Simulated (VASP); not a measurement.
# Hf (P6_3/mmc) in VASP: settings compared

Hf is run at these levels: HSE06, PBE0, B3LYP; tasks: single point.

All numbers are computed with VASP 6.6.1; they aren't measurements. Logs are shortened: lines on timing, memory, paths and dates and some standing lists are left out, and cuts for length are marked.

## (1) The cell of the first run

The structure is hexagonal, space group P6_3/mmc (No. 194). Conventional cell: a = 3.239 Å, b = 3.239 Å, c = 5.124 Å, α = 90.00°, β = 90.00°, γ = 120.00°. Hf (site symmetry -6m2) has 12 Hf at 3.17 to 3.24 Å within 4.2 Å.

## (2) Single point, HSE06

Contents of POSCAR:

```
Hf
1.0
    3.2387666662      0.0000000000      0.0000000000
   -1.6193833331      2.8048542099      0.0000000000
    0.0000000000      0.0000000000      5.1243576326
Hf
2
Direct
    0.6666666667      0.3333333333      0.7500000000
    0.3333333333      0.6666666667      0.2500000000
```

Contents of INCAR.step1:

```
PREC     = Accurate       # precision mode
ENCUT    = 520            # plane-wave cutoff, eV
EDIFF    = 1E-5           # SCF threshold, eV
ISMEAR   = -1             # smearing method
SIGMA    = 0.05           # smearing width, eV
LREAL    = F              # projectors in reciprocal space
LASPH    = T              # aspherical terms in the spheres
NELM     = 80             # most SCF steps
ALGO     = Normal         # electronic algorithm
ISIF     = 2              # what is computed and relaxed
LWAVE    = T              # write WAVECAR
NBANDS   = 17             # bands
GGA      = PE             # functional
```

Contents of INCAR.step2:

```
PREC     = Accurate       # precision mode
ENCUT    = 520            # plane-wave cutoff, eV
EDIFF    = 1E-7           # SCF threshold, eV
ISMEAR   = -1             # smearing method
SIGMA    = 0.05           # smearing width, eV
LREAL    = F              # projectors in reciprocal space
LASPH    = T              # aspherical terms in the spheres
NELM     = 80             # most SCF steps
ALGO     = Normal         # electronic algorithm
ISIF     = 2              # what is computed and relaxed
LWAVE    = F              # write WAVECAR
LCHARG   = T              # write CHGCAR
GGA      = PE             # functional
LHFCALC  = T              # exact exchange
HFSCREEN = 0.2079         # screening, 1/A
PRECFOCK = Normal       
LELF     = T              # ELF
LVHAR    = T            
NBANDS   = 17             # bands
ISTART   = 1
```

Contents of KPOINTS:

```
Automatic mesh
0
Gamma
  6 6 4
```

Potentials or basis: VASP PAW PBE potentials, release 64 (Hf_pv).

On the command line:

```sh
cat potpaw_PBE.64/Hf_pv/POTCAR > POTCAR
cp INCAR.step1 INCAR
mpirun -np 1 vasp_std > vasp.out
cp INCAR.step2 INCAR
mpirun -np 1 vasp_std > vasp.out
```

OUTCAR:

```text
PREC = Accurate
   ENCUT = 520
   EDIFF = 1E-7
   ISMEAR = -1
   LREAL = F
   LASPH = T
   NELM = 80
   ISIF = 2
   GGA = PE
   LHFCALC = T
   HFSCREEN = 0.2079
   PRECFOCK = Normal
   ISTART = 1

 ion  position               nearest neighbor table
   1  0.667  0.333  0.750-   2 3.17   2 3.17   2 3.17   2 3.17   2 3.17   2 3.17
   2  0.333  0.667  0.250-   1 3.17   1 3.17   1 3.17   1 3.17   1 3.17   1 3.17

  LATTYP: Found a hexagonal cell.
 ALAT       =     3.2387666662
 C/A-ratio  =     1.5821941377

  Lattice vectors:

 A1 = (   3.2387666662,   0.0000000000,   0.0000000000)
 A2 = (  -1.6193833331,   2.8048542099,   0.0000000000)
 A3 = (   0.0000000000,   0.0000000000,   5.1243576326)

Analysis of symmetry for initial positions (statically):
=====================================================================
 Subroutine PRICEL returns:
 Original cell was already a primitive cell.

 Routine SETGRP: Setting up the symmetry group for a
 hexagonal supercell.

 Subroutine GETGRP returns: Found 24 space group operations
 (whereof 12 operations were pure point group operations)
 out of a pool of 24 trial point group operations.

The static configuration has the point symmetry D_3d.
 The point group associated with its full space group is D_6h.

Analysis of symmetry for dynamics (positions and initial velocities):
=====================================================================
 Subroutine PRICEL returns:
 Original cell was already a primitive cell.

 Routine SETGRP: Setting up the symmetry group for a
 hexagonal supercell.

 Subroutine GETGRP returns: Found 24 space group operations
 (whereof 12 operations were pure point group operations)
 out of a pool of 24 trial point group operations.

The dynamic configuration has the point symmetry D_3d.
 The point group associated with its full space group is D_6h.

 Subroutine INISYM returns: Found 24 space group operations
 (whereof 12 operations are pure point group operations),
 and found     1 'primitive' translations

----------------------------------------------------------------------------------------

                                     Primitive cell

  volume of cell :      46.5510

  direct lattice vectors                    reciprocal lattice vectors
     3.238766666  0.000000000  0.000000000     0.308759507  0.178262385  0.000000000
    -1.619383333  2.804854210  0.000000000     0.000000000  0.356524769  0.000000000
     0.000000000  0.000000000  5.124357633     0.000000000  0.000000000  0.195146411

  length of vectors
     3.238766666  3.238766666  5.124357633     0.356524769  0.356524769  0.195146411

  position of ions in fractional coordinates (direct lattice)
     0.666666667  0.333333333  0.750000000
     0.333333333  0.666666667  0.250000000

  ion indices of the primitive-cell ions
   primitive index   ion index
                 1           1
                 2           2

----------------------------------------------------------------------------------------

 KPOINTS: Automatic mesh

Automatic generation of k-mesh.
 Grid dimensions read from file:
 generate k-points for:    6    6    4

 Generating k-lattice:

  Cartesian coordinates                     Fractional coordinates (reciprocal lattice)
     0.051459918  0.029710397  0.000000000     0.166666667 -0.000000000  0.000000000
     0.000000000  0.059420795  0.000000000     0.000000000  0.166666667  0.000000000
     0.000000000  0.000000000  0.048786603     0.000000000  0.000000000  0.250000000

  Length of vectors
     0.059420795  0.059420795  0.048786603

  Shift w.r.t. Gamma in fractional coordinates (k-lattice)
     0.000000000  0.000000000  0.000000000

 Subroutine IBZKPT returns following result:
 ===========================================

 Found     21 irreducible k-points:

 Following reciprocal coordinates:
            Coordinates               Weight
  0.000000  0.000000  0.000000      1.000000
  0.166667  0.000000  0.000000      6.000000
  0.333333  0.000000  0.000000      6.000000
  0.500000  0.000000  0.000000      3.000000
  0.166667  0.166667  0.000000      6.000000
  0.333333  0.166667  0.000000     12.000000
[... 13 lines left out ...]
  0.333333  0.166667  0.500000     12.000000
  0.333333  0.333333  0.500000      2.000000
   k-points           NKPTS =     21   k-points in BZ     NKDIM =    144   number of bands    NBANDS=     17
   number of dos      NEDOS =    301   number of ions     NIONS =      2
   total plane-waves  NPLWV =  23040
   dimension x,y,z NGX =    24 NGY =   24 NGZ =   40
   dimension x,y,z NGXF=    48 NGYF=   48 NGZF=   80
   ions per type =               2
   NGX,Y,Z   is equivalent  to a cutoff of  12.32, 12.32, 12.98 a.u.
   NGXF,Y,Z  is equivalent  to a cutoff of  24.64, 24.64, 25.95 a.u.
 SYSTEM =  unknown system
   PREC   = accura    normal or accurate (medium, high low for compatibility)
   ISTART =      1    job   : 0-new  1-cont  2-samecut
   ICHARG =      0    charge: 1-file 2-atom 10-const
   ISPIN  =      1    spin polarized calculation?
   LNONCOLLINEAR =      F non collinear calculations
   LSORBIT =      F    spin-orbit coupling
   LASPH  =      T    aspherical Exc in radial PAW
   ENCUT  =  520.0 eV  38.22 Ry    6.18 a.u.   6.02  6.02  9.53*2*pi/ulx,y,z
   NELM   =     80;   NELMIN=  2; NELMDL=  0     # of ELM steps
   EDIFF  = 0.1E-06   stopping-criterion for ELM
   LREAL  =      F    real-space projection
   EDIFFG = 0.1E-05   stopping-criterion for IOM
   NSW    =      0    number of steps for IOM
   IBRION =     -1    ionic relax: 0-MD 1-quasi-New 2-CG
   NFREE  =      0    steps in history (QN), initial steepest desc. (CG)
   ISIF   =      2    stress and relaxation
   ISYM   =      3    0-nonsym 1-usesym 2-fastsym
   POTIM  = 0.5000    time-step for ionic-motion
   TEBEG  =    0.0;   TEEND  =   0.0 temperature during run
   PSTRESS=    0.0 pullay stress
   NELECT =      20.0000    total number of electrons
   NUPDOWN=      -1.0000    fix difference up-down
   EMIN   =  10.00;   EMAX   =-10.00  energy-range for DOS
   EFERMI =   0.00;   METHOD = LEGACY
   ISMEAR =    -1;   SIGMA  =   0.05  broadening in eV -4-tet -1-fermi 0-gaus
   EFERMI_NEDOS =   21; number of points for ismear=-14 and -15
   IALGO  =     38    algorithm
   IMIX   =      1    mixing-type and parameters
     AMIX     =   0.40;   BMIX     =  1.00
     AMIX_MAG =   1.60;   BMIX_MAG =  1.00
  volume/ion in A,a.u.               =      23.28       157.07
  Fermi-wavevector in a.u.,A,eV,Ry     =   1.235307  2.334392 20.762277  1.525984
  Thomas-Fermi vector in A             =   2.369962
   LORBIT       =      0    0 simple, 1 ext, 2 COOP (PROOUT), +10 PAW based schemes
   GGA     = PE    functional components
   LHFCALC =     T    Hartree Fock is set to
   PRECFOCK=normal    Normal, Fast or Accurate (Low or Medium for compatibility)
   ENCUT4O =  -1.0   cutoff for four orbital integrals eV
   NKREDX  =     1    reduce k-point grid by
   NKREDY  =     1    reduce k-point grid by
   NKREDZ  =     1    reduce k-point grid by
   AEXX    =    0.2500 exact exchange contribution
   HFSCREEN=    0.2079 screening length (either q_TF or 0.3 A-1)
   HFSCREENC=   0.2079 screening length for correlation (either q_TF or 0.3 A-1)
   ENCUTFOCK=  -1.0 apply spherical cutoff to Coloumb kernel
   IVDW    =     0    specifies the selected vdW correction
   LEPSILON=     F    determine dielectric tensor
   LRPA    =     F    only Hartree local field effects (RPA)
 non-spin polarized calculation
  energy-cutoff  :      520.00
  volume of cell :       46.55
 maximum number of plane-waves:      1284
  NGX = 20; NGY = 20; NGZ = 30

 number of electron      20.0000005 magnetization

 Free energy of the ion-electron system (eV)
  ---------------------------------------------------
  ext. energy  EPLUGINS =         0.00000000
  ---------------------------------------------------
  free energy    TOTEN  =       -22.50384973 eV

  energy without entropy =      -22.48730124  energy(sigma->0) =      -22.49557548

 E-fermi :   4.6873     XC(G=0):  -9.1458

 val. band max:        4.6712193899   @ k =   0.3333   0.1667   0.5000
 cond. band min:       4.7638853053   @ k =   0.0000   0.0000   0.0000
 fundamental gap:      0.0926659153
 Fermi energy:         4.6872642299

 k-point     1 :       0.0000    0.0000    0.0000
  band No.  band energies     occupation
      1     -28.9476      2.00000
      2     -28.2297      2.00000
      3     -28.2297      2.00000
      4     -28.1129      2.00000
      5     -28.1129      2.00000
      6     -28.0952      2.00000
[... 9 lines left out ...]
     16       7.8395      0.00000
     17      10.4657      0.00000

 k-point     2 :       0.1667    0.0000    0.0000
  band No.  band energies     occupation
      1     -28.8755      2.00000
      2     -28.3697      2.00000
      3     -28.2728      2.00000
      4     -28.2581      2.00000
      5     -28.1308      2.00000
      6     -28.1262      2.00000
[... 9 lines left out ...]
     16       7.8311      0.00000
     17      10.9808      0.00000

 k-point     3 :       0.3333    0.0000    0.0000
  band No.  band energies     occupation
      1     -28.7012      2.00000
      2     -28.6566      2.00000
      3     -28.5216      2.00000
      4     -28.3528      2.00000
      5     -28.2176      2.00000
      6     -28.1715      2.00000
[... 9 lines left out ...]
     16       9.7406      0.00000
     17      11.5031      0.00000

 k-point     4 :       0.5000    0.0000    0.0000
  band No.  band energies     occupation
      1     -28.8011      2.00000
      2     -28.6434      2.00000
      3     -28.5717      2.00000
      4     -28.3909      2.00000
      5     -28.3051      2.00000
      6     -28.1933      2.00000
[... 9 lines left out ...]
     16      11.6436      0.00000
     17      11.9204      0.00000
[... 283 lines left out ...]
      1     -28.6797      2.00000
      2     -28.6797      2.00000
      3     -28.3223      2.00000
      4     -28.3223      2.00000
      5     -28.2403      2.00000
      6     -28.2403      2.00000
[... 9 lines left out ...]
     16       9.7870      0.00000
     17      10.6851      0.00000

 k-point    20 :       0.3333    0.1667    0.5000
  band No.  band energies     occupation
      1     -28.7980      2.00000
      2     -28.7980      2.00000
      3     -28.4142      2.00000
      4     -28.4142      2.00000
      5     -28.2420      2.00000
      6     -28.2420      2.00000
[... 9 lines left out ...]
     16      10.6379      0.00000
     17      11.9129      0.00000

 k-point    21 :       0.3333    0.3333    0.5000
  band No.  band energies     occupation
      1     -28.7551      2.00000
      2     -28.7551      2.00000
      3     -28.5457      2.00000
      4     -28.5457      2.00000
      5     -28.2274      2.00000
      6     -28.2274      2.00000
[... 9 lines left out ...]
     16      10.1216      0.00000
     17      13.5848      0.00000

------------------------ aborting loop because EDIFF is reached ----------------------------------------

  FORCE on cell =-STRESS in cart. coord.  units (eV):
  Direction    XX          YY          ZZ          XY          YZ          ZX
  --------------------------------------------------------------------------------------
  -------------------------------------------------------------------------------------
  Total       -1.1832521     -1.1832521     -1.1326584     -0.0000000      0.0000000      0.0000000
  in kB      -40.7247562    -40.7247562    -38.9834392     -0.0000000      0.0000000      0.0000000
  external PRESSURE =     -40.1443172 kB  Pullay stress =       0.0000000 kB

 VOLUME and BASIS-vectors are now :
 -----------------------------------------------------------------------------
  energy-cutoff  :      520.00
  volume of cell :       46.55
      direct lattice vectors                 reciprocal lattice vectors
     3.238766666  0.000000000  0.000000000     0.308759507  0.178262385  0.000000000
    -1.619383333  2.804854210  0.000000000     0.000000000  0.356524769  0.000000000
     0.000000000  0.000000000  5.124357633     0.000000000  0.000000000  0.195146411

 POSITION                                       TOTAL-FORCE (eV/Angst)
 -----------------------------------------------------------------------------------
      1.61938      0.93495      3.84327        -0.000000      0.000000     -0.000000
     -0.00000      1.86990      1.28109         0.000000     -0.000000      0.000000
 -----------------------------------------------------------------------------------
    total drift:                               -0.000000      0.000000     -0.000000

  FREE ENERGIE OF THE ION-ELECTRON SYSTEM (eV)
  ---------------------------------------------------
  free  energy   TOTEN  =       -22.5038497303 eV

  energy  without entropy=      -22.4873012378  energy(sigma->0) =      -22.49557548
```

It took 63 min on 1 thread of AMD EPYC 7R13 (Zen 3), shared host; peak memory 0.26 GiB.

Results:

* Free energy: -22.5038 eV
* Pressure: -4.0 GPa
* Band gap on the k mesh: zero (bands 10 and 11 overlap by 2.20 eV)

Caveat: the k points lie up to 0.37 Å⁻¹ apart, too coarse for converged energies and pressures of a metal; the PAW data sets were made with another functional, which shifts forces and pressure a little; spin-orbit coupling is left out, which moves the levels of the heavy elements.

## (3) Single point, PBE0, non-collinear spin, zero start, spin-orbit coupling

This run uses another cell than the first one, of 22.38 Å³/atom.

Contents of POSCAR:

```
Hf
1.0
    3.1967000000      0.0000000000      0.0000000000
   -1.5983500000      2.7684234083      0.0000000000
    0.0000000000      0.0000000000      5.0578000000
Hf
2
Direct
    0.6666666667      0.3333333333      0.7500000000
    0.3333333333      0.6666666667      0.2500000000
```

Contents of INCAR.step1:

```
SYSTEM = Hf
PREC     = Accurate       ! precision mode
ENCUT    = 520            ! plane-wave cutoff, eV
EDIFF    = 1E-5           ! SCF threshold, eV
ISMEAR   = -1             ! smearing method
SIGMA    = 0.05           ! smearing width, eV
LREAL    = .FALSE.        ! projectors in reciprocal space
LASPH    = .TRUE.         ! aspherical terms in the spheres
NELM     = 150            ! most SCF steps
ALGO     = Normal         ! electronic algorithm
ISIF     = 2              ! what is computed and relaxed
LWAVE    = .TRUE.         ! write WAVECAR
LCHARG   = .FALSE.        ! write CHGCAR
MAGMOM   = 0 0 0 0 0 0    ! initial moments
LORBIT   = 11             ! projections on sites
LSORBIT  = .TRUE.         ! spin-orbit coupling
GGA_COMPAT= .FALSE.      
LORBMOM  = .TRUE.       
LMAXMIX  = 4              ! l up to which the mixer works
NBANDS   = 32             ! bands
GGA      = PE             ! functional
```

Contents of INCAR.step2:

```
SYSTEM = Hf
PREC     = Accurate       ! precision mode
ENCUT    = 520            ! plane-wave cutoff, eV
EDIFF    = 1E-6           ! SCF threshold, eV
ISMEAR   = -1             ! smearing method
SIGMA    = 0.05           ! smearing width, eV
LREAL    = .FALSE.        ! projectors in reciprocal space
LASPH    = .TRUE.         ! aspherical terms in the spheres
NELM     = 150            ! most SCF steps
ALGO     = Normal         ! electronic algorithm
ISIF     = 2              ! what is computed and relaxed
LWAVE    = .FALSE.        ! write WAVECAR
LCHARG   = .FALSE.        ! write CHGCAR
MAGMOM   = 0 0 0 0 0 0    ! initial moments
LORBIT   = 11             ! projections on sites
LSORBIT  = .TRUE.         ! spin-orbit coupling
GGA_COMPAT= .FALSE.      
LORBMOM  = .TRUE.       
LMAXMIX  = 4              ! l up to which the mixer works
GGA      = PE             ! functional
LHFCALC  = .TRUE.         ! exact exchange
AEXX     = 0.25           ! exact-exchange fraction
PRECFOCK = Normal       
NBANDS   = 32             ! bands
ISTART   = 1
```

Contents of KPOINTS:

```
Automatic mesh
0
G
  4 4 2
  0 0 0
```

Potentials or basis: VASP PAW PBE potentials, release 64 (Hf_pv).

On the command line:

```sh
cat potpaw_PBE.64/Hf_pv/POTCAR > POTCAR
cp INCAR.step1 INCAR
mpirun -np 1 vasp_ncl > vasp.out
cp INCAR.step2 INCAR
mpirun -np 1 vasp_ncl > vasp.out
```

Wall time 69 min (1 thread of AMD EPYC 7R43 (Zen 3), shared host); peak memory 0.23 GiB.

It converged, with:

- Free energy: -25.9916 eV
- Pressure: -1.7 GPa
- Net moment: 0.12 μB per cell
- Valence electrons inside the program's atomic spheres: Hf 8.38

Stress tensor (GPa, compression positive):
```
-0.87  0.00  0.00
 0.00 -0.87  0.00
 0.00  0.00 -3.34
```

Moments on the atoms (μB; x, y, z):
```
Hf  0.00 0.00 0.00
Hf  0.00 0.00 0.00
```

Caveat: the k points lie up to 0.62 Å⁻¹ apart; a moment this small can come from the mesh or the smearing; the PAW data sets were made with another functional, which shifts forces and pressure a little.

(Continued in part 2 of 2.)

The gap in the log of VASP goes by the Fermi energy; the results here count the filled bands.